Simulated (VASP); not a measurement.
# As (P6/mmm) in VASP: notebook

As is run at these levels: PBE; tasks: relaxation of cell and atoms, single point.

Program: VASP 6.6.1. These are calculated values, not measurements. Logs are shortened: lines on timing, memory, paths and dates and some standing lists are left out, and cuts for length are marked.

### 1 The cell of the first run

It takes space group P6/mmm (No. 191, hexagonal). Conventional cell: a = 4.735 Å, b = 4.735 Å, c = 2.936 Å, α = 90.00°, β = 90.00°, γ = 120.00°. Within 3.9 Å of As (site symmetry 6/mmm) lie 14 As at 2.94 to 3.10 Å. As (site symmetry -6m2) has 11 As at 2.73 to 3.10 Å within 3.6 Å.

### 2 Relaxation of cell and atoms, PBE

The input, INCAR:

```
SYSTEM = As
PREC     = Accurate       ! precision mode
ENCUT    = 600            ! plane-wave cutoff, eV
EDIFF    = 1E-6           ! SCF threshold, eV
ISMEAR   = -1             ! smearing method
SIGMA    = 0.1            ! smearing width, eV
LREAL    = .FALSE.        ! projectors in reciprocal space
LASPH    = .TRUE.         ! aspherical terms in the spheres
NELM     = 60             ! most SCF steps
ALGO     = Normal         ! electronic algorithm
ISIF     = 3              ! what is computed and relaxed
LWAVE    = .FALSE.        ! write WAVECAR
LCHARG   = .FALSE.        ! write CHGCAR
GGA      = PE             ! functional
IBRION   = 2              ! ionic algorithm
NSW      = 60             ! ionic steps
EDIFFG   = -0.005         ! ionic threshold
```

The input, KPOINTS:

```
Automatic mesh
0
G
  8 8 10
  0 0 0
```

The input, POSCAR:

```
As
1.0
    4.7349730502      0.0000000000      0.0000000000
   -2.3674865251      4.1006069477      0.0000000000
    0.0000000000      0.0000000000      2.9356832911
As
3
Direct
    0.0000000000      0.0000000000      0.0000000000
    0.3333333333      0.6666666667      0.5000000000
    0.6666666667      0.3333333333      0.5000000000
```

Potentials or basis: VASP PAW PBE potentials, release 64 (As).

On the command line:

```bash
$ cat potpaw_PBE.64/As/POTCAR > POTCAR
$ mpirun -np 1 vasp_std > vasp.out
```

OUTCAR:

```text
SYSTEM = As
   PREC = Accurate
   ENCUT = 600
   EDIFF = 1E-6
   ISMEAR = -1
   LREAL = .FALSE.
   LASPH = .TRUE.
   NELM = 60
   ISIF = 3
   GGA = PE
   IBRION = 2
   NSW = 60
   EDIFFG = -0.005

 ion  position               nearest neighbor table
   1  0.000  0.000  0.000-
   2  0.333  0.667  0.500-   3 2.73   3 2.73   3 2.73
   3  0.667  0.333  0.500-   2 2.73   2 2.73   2 2.73

  LATTYP: Found a hexagonal cell.
 ALAT       =     4.7349730502
 C/A-ratio  =     0.6200000000

  Lattice vectors:

 A1 = (   4.7349730502,   0.0000000000,   0.0000000000)
 A2 = (  -2.3674865251,   4.1006069477,   0.0000000000)
 A3 = (   0.0000000000,   0.0000000000,   2.9356832911)

Analysis of symmetry for initial positions (statically):
=====================================================================
 Subroutine PRICEL returns:
 Original cell was already a primitive cell.

 Routine SETGRP: Setting up the symmetry group for a
 hexagonal supercell.

 Subroutine GETGRP returns: Found 24 space group operations
 (whereof 24 operations were pure point group operations)
 out of a pool of 24 trial point group operations.

The static configuration has the point symmetry D_6h.

Analysis of symmetry for dynamics (positions and initial velocities):
=====================================================================
 Subroutine PRICEL returns:
 Original cell was already a primitive cell.

 Routine SETGRP: Setting up the symmetry group for a
 hexagonal supercell.

 Subroutine GETGRP returns: Found 24 space group operations
 (whereof 24 operations were pure point group operations)
 out of a pool of 24 trial point group operations.

The dynamic configuration has the point symmetry D_6h.

 Subroutine INISYM returns: Found 24 space group operations
 (whereof 24 operations are pure point group operations),
 and found     1 'primitive' translations

----------------------------------------------------------------------------------------

                                     Primitive cell

  volume of cell :      57.0000

  direct lattice vectors                    reciprocal lattice vectors
     4.734973050  0.000000000  0.000000000     0.211194444  0.121933169  0.000000000
    -2.367486525  4.100606948  0.000000000     0.000000000  0.243866338  0.000000000
     0.000000000  0.000000000  2.935683291     0.000000000  0.000000000  0.340636200

[... 97 lines left out ...]
   NUPDOWN=      -1.0000    fix difference up-down
   EMIN   =  10.00;   EMAX   =-10.00  energy-range for DOS
   EFERMI =   0.00;   METHOD = LEGACY
   ISMEAR =    -1;   SIGMA  =   0.10  broadening in eV -4-tet -1-fermi 0-gaus
   EFERMI_NEDOS =   21; number of points for ismear=-14 and -15
   IALGO  =     38    algorithm
   IMIX   =      4    mixing-type and parameters
     AMIX     =   0.40;   BMIX     =  1.00
     AMIX_MAG =   1.60;   BMIX_MAG =  1.00
  volume/ion in A,a.u.               =      19.00       128.22
  Fermi-wavevector in a.u.,A,eV,Ry     =   1.049092  1.982497 14.974495  1.100594
  Thomas-Fermi vector in A             =   2.184041
   LORBIT       =      0    0 simple, 1 ext, 2 COOP (PROOUT), +10 PAW based schemes
   GGA     = PE    functional components
   LHFCALC =     F    Hartree Fock is set to
   AEXX    =    0.0000 exact exchange contribution
   IVDW    =     0    specifies the selected vdW correction
   LEPSILON=     F    determine dielectric tensor
   LRPA    =     F    only Hartree local field effects (RPA)
 conjugate gradient relaxation of ions
 non-spin polarized calculation
  energy-cutoff  :      600.00
  volume of cell :       57.00
 maximum number of plane-waves:      1922
 NGX is ok and might be reduce to    40
   NGX = 19   NGY = 19   NGZ = 11

--------------------------------------- Ionic step        1  -------------------------------------------

 number of electron      14.9999999 magnetization

 Free energy of the ion-electron system (eV)
  ---------------------------------------------------
  ext. energy  EPLUGINS =         0.00000000
  ---------------------------------------------------
  free energy    TOTEN  =       -12.65451051 eV

  energy without entropy =      -12.59812621  energy(sigma->0) =      -12.62631836

------------------------ aborting loop because EDIFF is reached ----------------------------------------

  FORCE on cell =-STRESS in cart. coord.  units (eV):
  Direction    XX          YY          ZZ          XY          YZ          ZX
  --------------------------------------------------------------------------------------
  -------------------------------------------------------------------------------------
  Total        1.4088154      1.4088154     -0.9702716      0.0000000      0.0000000      0.0000000
  in kB       39.5995117     39.5995117    -27.2727579      0.0000000      0.0000000      0.0000000
  external PRESSURE =      17.3087551 kB  Pullay stress =       0.0000000 kB
[... 172 lines left out ...]
--------------------------------------- Ionic step        6  -------------------------------------------

 number of electron      14.9999999 magnetization

 Free energy of the ion-electron system (eV)
  ---------------------------------------------------
  ext. energy  EPLUGINS =         0.00000000
  ---------------------------------------------------
  free energy    TOTEN  =       -12.72145523 eV

  energy without entropy =      -12.66928168  energy(sigma->0) =      -12.69536846

 E-fermi :   6.2488     XC(G=0): -10.7026

 val. band max:        6.1803242598   @ k =   0.1250   0.0000   0.3000
 cond. band min:       6.2821816607   @ k =   0.3750   0.0000   0.2000
 fundamental gap:      0.1018574009
 Fermi energy:         6.2487620857

 k-point     1 :       0.0000    0.0000    0.0000
  band No.  band energies     occupation
      1      -8.6696      2.00000
      2      -3.4747      2.00000
      3      -3.2849      2.00000
      4       1.7190      2.00000
      5       1.7190      2.00000
      6       2.0010      2.00000
      7       2.0010      2.00000
      8       8.8230      0.00000
      9      11.8117      0.00000
     10      11.8117      0.00000
     11      12.7675      0.00000
[... 309 lines left out ...]
 k-point    24 :       0.3750    0.0000    0.2000
  band No.  band energies     occupation
      1      -6.8921      2.00000
      2      -5.0820      2.00000
      3      -3.5860      2.00000
      4       0.6287      2.00000
      5       3.6466      2.00000
      6       5.5527      1.99811
      7       6.2822      0.83444
      8       6.3284      0.62156
      9       7.9295      0.00000
     10       8.3872      0.00000
     11       8.4747      0.00000

 [... further k-points ...]
[... 5 lines left out ...]
  --------------------------------------------------------------------------------------
  -------------------------------------------------------------------------------------
  Total        0.0146113      0.0146113     -0.0020929     -0.0000000      0.0000000      0.0000000
  in kB        0.4043947      0.4043947     -0.0579263     -0.0000000      0.0000000      0.0000000
  external PRESSURE =       0.2502877 kB  Pullay stress =       0.0000000 kB
[... 18 lines left out ...]
  FREE ENERGIE OF THE ION-ELECTRON SYSTEM (eV)
  ---------------------------------------------------
  free  energy   TOTEN  =       -12.7214552327 eV

  energy  without entropy=      -12.6692816777  energy(sigma->0) =      -12.69536846

 reached required accuracy - stopping structural energy minimisation
```

OSZICAR:

```text
N       E                     dE             d eps       ncg     rms          rms(c)
DAV:   1     0.492671859213E+02    0.49267E+02   -0.66517E+03  1320   0.128E+03
DAV:   2    -0.905154818547E+01   -0.58319E+02   -0.54937E+02  1710   0.163E+02
DAV:   3    -0.125929847204E+02   -0.35414E+01   -0.33104E+01  1646   0.386E+01
[... 41 lines left out ...]
       N       E                     dE             d eps       ncg     rms          rms(c)
DAV:   1    -0.127216910095E+02   -0.38673E-03   -0.12382E-02  1356   0.703E-01    0.751E-02
DAV:   2    -0.127215376579E+02    0.15335E-03   -0.37679E-04  1457   0.138E-01    0.436E-02
DAV:   3    -0.127214552495E+02    0.82408E-04   -0.18028E-04  1373   0.846E-02    0.635E-03
DAV:   4    -0.127214552327E+02    0.16801E-07   -0.44770E-06  1423   0.151E-02
   6 F= -.12721455E+02 E0= -.12695368E+02  d E =-.150478E-03
```

CONTCAR:

```text
As
   1.00000000000000
     4.8617959301170828    0.0000000000000000    0.0000000000000000
    -2.4308979650585414    4.2104387834886694    0.0000000000000000
     0.0000000000000000    0.0000000000000000    2.8279291998449319
  As
     3
Direct
     0.0000000000000000    0.0000000000000000    0.0000000000000000
     0.3333333332999970    0.6666666667000030    0.5000000000000000
     0.6666666667000030    0.3333333332999970    0.5000000000000000

  0.00000000E+00  0.00000000E+00  0.00000000E+00
  0.00000000E+00  0.00000000E+00  0.00000000E+00
  0.00000000E+00  0.00000000E+00  0.00000000E+00
```

It took 66 s on 1 thread of AMD EPYC 9R45 (Zen 5), shared host; peak memory 0.18 GiB.

Results:

```yaml
Free_energy: -12.7215 eV
Relaxed_volume: 19.30 Å³/atom
Relaxed_cell: a = 4.862 Å, b = 4.862 Å, c = 2.828 Å, α = 90.00°, β = 90.00°, γ = 120.00°
Space_group_after_relaxing_to_0.05_Å: P6/mmm (No. 191)
Energy_gained_by_relaxing: 22.3 meV/atom
Ionic_steps: 6
Pressure_after_relaxing: 0.0 GPa
```

Step by step:
| step | energy change (eV) | largest force (eV/Å) | pressure (GPa) | volume (Å³) |
| --- | --- | --- | --- | --- |
| 1 | 0.0000 | 0.0000 | 1.73 | 57.00 |
| 2 | -0.0535 | 0.0000 | -1.00 | 58.68 |
| 3 | -0.0564 | 0.0000 | -1.53 | 59.07 |
| 4 | -0.0662 | 0.0000 | 0.14 | 57.82 |
| 5 | -0.0668 | 0.0000 | -0.19 | 58.05 |
| 6 | -0.0669 | 0.0000 | 0.03 | 57.89 |

Final structure:
```xyz
3
Lattice="4.8618 0.0000 0.0000 -2.4309 4.2104 0.0000 0.0000 0.0000 2.8279" Properties=species:S:1:pos:R:3 pbc="T T T"
As    0.0000    0.0000    0.0000
As    0.0000    2.8070    1.4140
As    2.4309    1.4035    1.4140
```

### 3 Single point, PBE (volume scaled by 0.5)

The input, INCAR:

```
PREC     = Accurate       # precision mode
ENCUT    = 600            # plane-wave cutoff, eV
EDIFF    = 1E-6           # SCF threshold, eV
ISMEAR   = -1             # smearing method
SIGMA    = 0.1            # smearing width, eV
LREAL    = F              # projectors in reciprocal space
LASPH    = T              # aspherical terms in the spheres
NELM     = 120            # most SCF steps
ALGO     = Normal         # electronic algorithm
ISIF     = 2              # what is computed and relaxed
LWAVE    = F              # write WAVECAR
LCHARG   = F              # write CHGCAR
GGA      = PE             # functional
NBANDS   = 30             # bands
GGA_COMPAT= F
```

The input, KPOINTS:

```
Automatic mesh
0
Gamma
  8 8 10
```

The input, POSCAR:

```
As
1.0
    3.8527617906      0.0000000000      0.0000000000
   -1.9263808953      3.3365895854      0.0000000000
    0.0000000000      0.0000000000      2.2502730614
As
3
Direct
    0.0000000000      0.0000000000      0.0000000000
    0.3333333333      0.6666666667      0.5000000000
    0.6666666667      0.3333333333      0.5000000000
```

Potentials or basis: VASP PAW PBE potentials, release 64 (As_d).

On the command line:

```bash
$ cat potpaw_PBE.64/As_d/POTCAR > POTCAR
$ mpirun -np 1 vasp_std > vasp.out
```

OUTCAR:

```text
PREC = Accurate
   ENCUT = 600
   EDIFF = 1E-6
   ISMEAR = -1
   LREAL = F
   LASPH = T
   NELM = 120
   ISIF = 2
   GGA = PE

 ion  position               nearest neighbor table
   1  0.000  0.000  0.000-   2 2.49   3 2.49   2 2.49   3 2.49   3 2.49   3 2.49   2 2.49   2 2.49
                             3 2.49   3 2.49   2 2.49   2 2.49
   2  0.333  0.667  0.500-   3 2.22   3 2.22   3 2.22   1 2.49   1 2.49   1 2.49   1 2.49   1 2.49
                             1 2.49
   3  0.667  0.333  0.500-   2 2.22   2 2.22   2 2.22   1 2.49   1 2.49   1 2.49   1 2.49   1 2.49
                             1 2.49

  LATTYP: Found a hexagonal cell.
 ALAT       =     3.8527617906
 C/A-ratio  =     0.5840675297

  Lattice vectors:

 A1 = (   3.8527617906,   0.0000000000,   0.0000000000)
 A2 = (  -1.9263808953,   3.3365895854,   0.0000000000)
 A3 = (   0.0000000000,   0.0000000000,   2.2502730614)

Analysis of symmetry for initial positions (statically):
=====================================================================
 Subroutine PRICEL returns:
 Original cell was already a primitive cell.

 Routine SETGRP: Setting up the symmetry group for a
 hexagonal supercell.

 Subroutine GETGRP returns: Found 24 space group operations
 (whereof 24 operations were pure point group operations)
 out of a pool of 24 trial point group operations.

The static configuration has the point symmetry D_6h.

Analysis of symmetry for dynamics (positions and initial velocities):
=====================================================================
 Subroutine PRICEL returns:
 Original cell was already a primitive cell.

 Routine SETGRP: Setting up the symmetry group for a
 hexagonal supercell.

 Subroutine GETGRP returns: Found 24 space group operations
 (whereof 24 operations were pure point group operations)
 out of a pool of 24 trial point group operations.

[... 112 lines left out ...]
   PSTRESS=    0.0 pullay stress
   NELECT =      45.0000    total number of electrons
   NUPDOWN=      -1.0000    fix difference up-down
   EMIN   =  10.00;   EMAX   =-10.00  energy-range for DOS
   EFERMI =   0.00;   METHOD = LEGACY
   ISMEAR =    -1;   SIGMA  =   0.10  broadening in eV -4-tet -1-fermi 0-gaus
   EFERMI_NEDOS =   21; number of points for ismear=-14 and -15
   IALGO  =     38    algorithm
   IMIX   =      4    mixing-type and parameters
     AMIX     =   0.40;   BMIX     =  1.00
     AMIX_MAG =   1.60;   BMIX_MAG =  1.00
  volume/ion in A,a.u.               =       9.64        65.07
  Fermi-wavevector in a.u.,A,eV,Ry     =   1.896891  3.584603 48.956400  3.598194
  Thomas-Fermi vector in A             =   2.936804
   LORBIT       =      0    0 simple, 1 ext, 2 COOP (PROOUT), +10 PAW based schemes
   GGA     = PE    functional components
   LHFCALC =     F    Hartree Fock is set to
   AEXX    =    0.0000 exact exchange contribution
   IVDW    =     0    specifies the selected vdW correction
   LEPSILON=     F    determine dielectric tensor
   LRPA    =     F    only Hartree local field effects (RPA)
 non-spin polarized calculation
  energy-cutoff  :      600.00
  volume of cell :       28.93
 maximum number of plane-waves:       987
 NGX is ok and might be reduce to    32
   NGX = 15   NGY = 15   NGZ =  9

 number of electron      44.9999993 magnetization

 Free energy of the ion-electron system (eV)
  ---------------------------------------------------
  ext. energy  EPLUGINS =         0.00000000
  ---------------------------------------------------
  free energy    TOTEN  =        -0.66876867 eV

  energy without entropy =       -0.64780621  energy(sigma->0) =       -0.65828744

 E-fermi :  13.5383     XC(G=0): -15.5647

 val. band max:       13.4989260961   @ k =   0.1250   0.1250   0.5000
 cond. band min:      13.6907721333   @ k =   0.1250   0.1250   0.4000
 fundamental gap:      0.1918460372
 Fermi energy:        13.5383351295

 k-point     1 :       0.0000    0.0000    0.0000
  band No.  band energies     occupation
      1     -24.3250      2.00000
      2     -24.1058      2.00000
      3     -24.0461      2.00000
      4     -24.0461      2.00000
      5     -23.9021      2.00000
      6     -23.9021      2.00000
[... 781 lines left out ...]
     29      26.9644      0.00000
     30      29.8532      0.00000

 [... further k-points ...]
[... 5 lines left out ...]
  --------------------------------------------------------------------------------------
  -------------------------------------------------------------------------------------
  Total       44.7945639     44.7945639     44.6646632     -0.0000000      0.0000000      0.0000000
  in kB     2480.9940676   2480.9940676   2473.7993823     -0.0000000      0.0000000      0.0000000
  external PRESSURE =    2478.5958392 kB  Pullay stress =       0.0000000 kB

 VOLUME and BASIS-vectors are now :
 -----------------------------------------------------------------------------
  energy-cutoff  :      600.00
  volume of cell :       28.93
      direct lattice vectors                 reciprocal lattice vectors
     3.852761791  0.000000000  0.000000000     0.259554069  0.149853612  0.000000000
    -1.926380895  3.336589585  0.000000000     0.000000000  0.299707223  0.000000000
     0.000000000  0.000000000  2.250273061     0.000000000  0.000000000  0.444390513

 POSITION                                       TOTAL-FORCE (eV/Angst)
 -----------------------------------------------------------------------------------
      0.00000      0.00000      0.00000         0.000000     -0.000000      0.000000
     -0.00000      2.22439      1.12514        -0.000000      0.000000     -0.000000
      1.92638      1.11220      1.12514         0.000000     -0.000000      0.000000
 -----------------------------------------------------------------------------------
    total drift:                               -0.000000      0.000000      0.000000

  FREE ENERGIE OF THE ION-ELECTRON SYSTEM (eV)
  ---------------------------------------------------
  free  energy   TOTEN  =        -0.6687686654 eV

  energy  without entropy=       -0.6478062127  energy(sigma->0) =       -0.65828744
```

stdout:

```text
POSCAR found type information on POSCAR As
 POSCAR found :  1 types and       3 ions
 scaLAPACK will be used
 LDA part: xc-table for (Slater+PW92), standard interpolation
 POSCAR, INCAR and KPOINTS ok, starting setup
 FFT: planning ... GRIDC
 FFT: planning ... GRID_SOFT
 FFT: planning ... GRID
 WAVECAR not read
 entering main loop
```

Run time: 27 s. Hardware: 1 thread of Intel Xeon Platinum 8559C (Emerald Rapids), shared host; peak memory 0.17 GiB.

What came out:

```
Free energy : -0.6688 eV
Pressure    : 247.9 GPa
```

Caveat: the cell differs from its parent crystal (volume scaled by 0.5).

[end of part 1 of 2]
